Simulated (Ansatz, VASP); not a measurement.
# One calculation of InP3, two programs

```
CELL_PARAMETERS angstrom
3.72450 2.15034 3.29500
-3.72450 2.15034 3.29500
0.00000 -4.30068 3.29500
ATOMIC_POSITIONS crystal
In 0.27550 0.27550 0.27550
In 0.72450 0.72450 0.72450
P 0.79630 0.24140 0.79630
P 0.79630 0.79630 0.24140
P 0.24140 0.79630 0.79630
P 0.20370 0.75860 0.20370
P 0.75860 0.20370 0.20370
P 0.20370 0.20370 0.75860
```

Alike in both runs: task single point; functional PBEsol; k mesh 6 × 6 × 6; occupations fermi-dirac, width 0.01 eV; no spin polarisation.

```csv
,VASP,Ansatz
version,VASP 6.6.1,Ansatz 0.2.0
potentials or method,"VASP PAW PBE potentials, release 64 (In_d, P), cutoff 520 eV","scalar-relativistic, plane waves, PAW"
valence electrons in the cell,56,56
```

Ansatz gave:

| Quantity | Value |
| --- | --- |
| gap on the k mesh at the Fermi level (eV) | none |
| pressure (GPa) | -0.2 |
| traceless stress, the component that is largest in VASP (GPa) | 0.10 |
| rms of the force components (eV/Å) | 0.100 |

Problem. What did VASP give for the same quantities?

Solution. gap on the k mesh at the Fermi level (eV): none; pressure (GPa): -0.2; traceless stress, the component that is largest in VASP (GPa): 0.13; rms of the force components (eV/Å): 0.089.

VASP's potentials were made for PBE, not for PBEsol. Atom by atom the forces differ by 0.012 eV/Å (rms over components). A gap of «none» marks a metal or a gap that the smearing closes.
